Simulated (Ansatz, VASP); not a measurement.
CdTe in VASP and in Ansatz

Contents of POSCAR:

```
CdTe
1.0
    0.0000000000      3.2050000000      3.2050000000
    3.2050000000      0.0000000000      3.2050000000
    3.2050000000      3.2050000000      0.0000000000
Te Cd
1 1
Direct
    0.7500000000      0.7500000000      0.7500000000
    0.0000000000      0.0000000000      0.0000000000
```

File INCAR.step1:

```
  PREC = Accurate
  ENCUT = 520
  ISMEAR = -1
  SIGMA = 0.05
  LREAL = F
  LASPH = T
  NELM = 150
  LNONCOLLINEAR = T
  MAGMOM = 0 0 0 0 0 0
  LSORBIT = T
  GGA_COMPAT = F
  NBANDS = 30
  GGA = PE
  ALGO = Normal
  EDIFF = 1E-4
  LWAVE = T
  LCHARG = F
```

File INCAR.step2:

```
  PREC = Accurate
  ENCUT = 520
  EDIFF = 1E-6
  ISMEAR = -1
  SIGMA = 0.05
  LREAL = F
  LASPH = T
  NELM = 150
  ALGO = Normal
  ISIF = 2
  LWAVE = F
  LCHARG = T
  LNONCOLLINEAR = T
  MAGMOM = 0 0 0 0 0 0
  LORBIT = 11
  LSORBIT = T
  GGA_COMPAT = F
  LORBMOM = T
  METAGGA = R2SCAN
  LMIXTAU = T
  LVHAR = T
  NBANDS = 30
  ISTART = 1
```

The input KPOINTS:

```
Automatic mesh
0
Gamma
  5 5 5
```

input.yaml

```yaml
crystal:
  lattice:
    - [0.0, 3.205, 3.205]
    - [3.205, 0.0, 3.205]
    - [3.205, 3.205, 0.0]
  atoms:
    - { symbol: Te, position: [0.75, 0.75, 0.75] }
    - { symbol: Cd, position: [0.0, 0.0, 0.0] }
hamiltonian:
  xc: r2scan
  pseudopotentials: { kind: paw_fr }
magnetization:
  noncollinear: true
  spin_orbit: true
kpoints:
  mp_grid: { grid: [5, 5, 5] }
  band_path:
    path:
      - [[0.0, 0.0, 0.0], [0.5, 0.0, 0.5], [0.5, 0.25, 0.75], [0.375, 0.375, 0.75], [0.0, 0.0, 0.0], [0.5, 0.5, 0.5], [0.625, 0.25, 0.625], [0.5, 0.25, 0.75], [0.5, 0.5, 0.5], [0.375, 0.375, 0.75]]
      - [[0.625, 0.25, 0.625], [0.5, 0.0, 0.5]]
    npoints: 14
scf:
  occupations: { method: fermi_dirac, width: 0.05 }
  n_extra_bands: 6
output:
  forces: true
  stress: true
  eigenvalues: true
  fatbands: true
  write_density: true
  write_potential: true
  elf: true
  volumetric_format: npy
```

Alike in both runs: functional r2SCAN; k mesh 5 × 5 × 5; occupations fermi-dirac, width 0.05 eV; non-collinear spin, spin-orbit coupling.

|  | VASP | Ansatz |
| --- | --- | --- |
| version | VASP 6.6.1 | Ansatz 0.2.0 |
| potentials or method | VASP PAW PBE potentials, release 64 (Te, Cd) | Ansatz PAW |
| plane-wave cutoff (eV) | 520 | 500 |
| valence electrons in the cell | 18 | 36 |
| task | single point | band structure |

|  | VASP | Ansatz | Ansatz less VASP |
| --- | --- | --- | --- |
| pressure (GPa) | 3.4 | 3.3 | -0.17 |

VASP's potentials were made for PBE, not for r2SCAN. With one functional, cell and mesh, what is left measures potentials, basis and numerics. VASP's potentials hold 18 valence electrons a cell and Ansatz's 36, so a difference there can come from the potentials and not from the codes.
